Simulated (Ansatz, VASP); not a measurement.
# Two plane-wave programs on MgO2

The input POSCAR:

```
MgO2
1.0
    1.5405705754      0.8894488364      3.6337380299
   -1.5405705754      0.8894488364      3.6337380299
    0.0000000000     -1.7788976728      3.6337380299
Mg O
1 2
Direct
    0.0000000000      0.0000000000      0.0000000000
    0.4287860000      0.4287860000      0.4287860000
    0.5712140000      0.5712140000      0.5712140000
```

The input INCAR.step1:

```
SYSTEM = MgO2
PREC = Accurate
ENCUT = 520
ISMEAR = 0
SIGMA = 0.05
LREAL = .FALSE.
LASPH = .TRUE.
NELM = 80
NBANDS = 14
GGA = PE
ALGO = Normal
EDIFF = 1E-4
LWAVE = .TRUE.
LCHARG = .FALSE.
```

Contents of INCAR.step2:

```
SYSTEM = MgO2
PREC = Accurate
ENCUT = 520
EDIFF = 1E-6
ISMEAR = 0
SIGMA = 0.05
LREAL = .FALSE.
LASPH = .TRUE.
NELM = 80
ALGO = Normal
ISIF = 2
LWAVE = .FALSE.
LCHARG = .TRUE.
METAGGA = R2SCAN
LMIXTAU = .TRUE.
LELF = .TRUE.
LVHAR = .TRUE.
NBANDS = 14
ISTART = 1
```

KPOINTS

```
Automatic mesh
0
G
  12 12 12
  0 0 0
```

Input for Ansatz:

```yaml
crystal:
  lattice:
    - [1.5405705754, 0.8894488364, 3.6337380299]
    - [-1.5405705754, 0.8894488364, 3.6337380299]
    - [0.0, -1.7788976728, 3.6337380299]
  atoms:
    - { symbol: Mg, position: [0.0, 0.0, 0.0] }
    - { symbol: O, position: [0.428786, 0.428786, 0.428786] }
    - { symbol: O, position: [0.571214, 0.571214, 0.571214] }
basis:
  ecutwfc: 500
kpoints:
  mp_grid: { grid: [12, 12, 12] }
hamiltonian:
  xc: r2scan
scf:
  occupations: { method: gaussian, width: 0.05 }
output:
  forces: true
  stress: true
  eigenvalues: true
```

Change from the starting cell: strain -0.040 along x and y, +0.040 along z, atoms carried along.

Alike in both runs: task single point; functional r2SCAN; k mesh 12 × 12 × 12; occupations gaussian, width 0.05 eV; no spin polarisation.

|  | VASP | Ansatz |
| --- | --- | --- |
| version | VASP 6.6.1 | Ansatz 0.2.0 |
| potentials or method | VASP PAW PBE potentials, release 64 (Mg, O), cutoff 520 eV | scalar-relativistic, plane waves, PAW |
| valence electrons in the cell | 14 | 22 |

Ansatz gave:

| Quantity | Value |
| --- | --- |
| gap on the k mesh at the Fermi level (eV) | 1.98 |
| least direct gap on the mesh (eV) | 1.98 |
| pressure (GPa) | -3.5 |
| traceless stress, the component that is largest in VASP (GPa) | -21.17 |
| rms of the force components (eV/Å) | 0.708 |

Q: What did VASP give for the same quantities?

A: gap on the k mesh at the Fermi level (eV): 1.95; least direct gap on the mesh (eV): 1.95; pressure (GPa): -4.1; traceless stress, the component that is largest in VASP (GPa): -20.19; rms of the force components (eV/Å): 0.622.

VASP's potentials were made for PBE, not for r2SCAN. Atom by atom the forces differ by 0.087 eV/Å (rms over components). The functional is the same, so the differences come from potentials, cutoffs and numerics. VASP's potentials hold 14 valence electrons a cell and Ansatz's 22, so a difference there can come from the potentials and not from the codes.
